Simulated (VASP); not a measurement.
Input of a VASP 6.6.1 run:

The input INCAR:

```
SYSTEM = N
PREC = Accurate ; ENCUT = 520
EDIFF = 1E-6 ; ISMEAR = 0
SIGMA = 0.1 ; LREAL = Auto
LASPH = .TRUE. ; NELM = 60
ALGO = Normal ; ISIF = 2
LWAVE = .FALSE. ; LCHARG = .TRUE.
GGA = PE ; LELF = .TRUE.
LVHAR = .TRUE. ; NBANDS = 54
```

KPOINTS

```
Automatic mesh
0
Gamma
  8 9 9
  0.5 0 0
```

POSCAR

```
N
1.0
    0.0000000000      0.0000000000      4.9085791988
   -2.5822418433     -4.4725740699      0.0000000000
    5.1644836865     -0.0000000001      0.0000000000
N
16
Direct
    0.1250000000      0.3333333333      0.1666666667
    0.6250000000      0.3333333333      0.1666666667
    0.1250000000      0.3333333333      0.6666666667
    0.6250000000      0.3333333333      0.6666666667
    0.1250000000      0.8333333333      0.1666666667
    0.6250000000      0.8333333333      0.1666666667
    0.1250000000      0.8333333333      0.6666666667
    0.6250000000      0.8333333333      0.6666666667
    0.3750000000      0.1666666667      0.8333333333
    0.8750000000      0.1666666667      0.8333333333
    0.3750000000      0.1666666667      0.3333333333
    0.8750000000      0.1666666667      0.3333333333
    0.3750000000      0.6666666667      0.8333333333
    0.8750000000      0.6666666667      0.8333333333
    0.3750000000      0.6666666667      0.3333333333
    0.8750000000      0.6666666667      0.3333333333
```

Potentials or basis: VASP PAW PBE potentials, release 64 (N).

Run with:

```bash
$ cat potpaw_PBE.64/N/POTCAR > POTCAR
$ mpirun -np 1 vasp_std > vasp.out
```

Q: Estimate the band gap on the k mesh.

A: Zero (bands 40 and 41 overlap by 1.55 eV).

Q: Predict the pressure.

A: 0.3 GPa.

Stress tensor (GPa, compression positive):
```
0.31 0.00 0.00
0.00 0.31 0.00
0.00 0.00 0.19
```
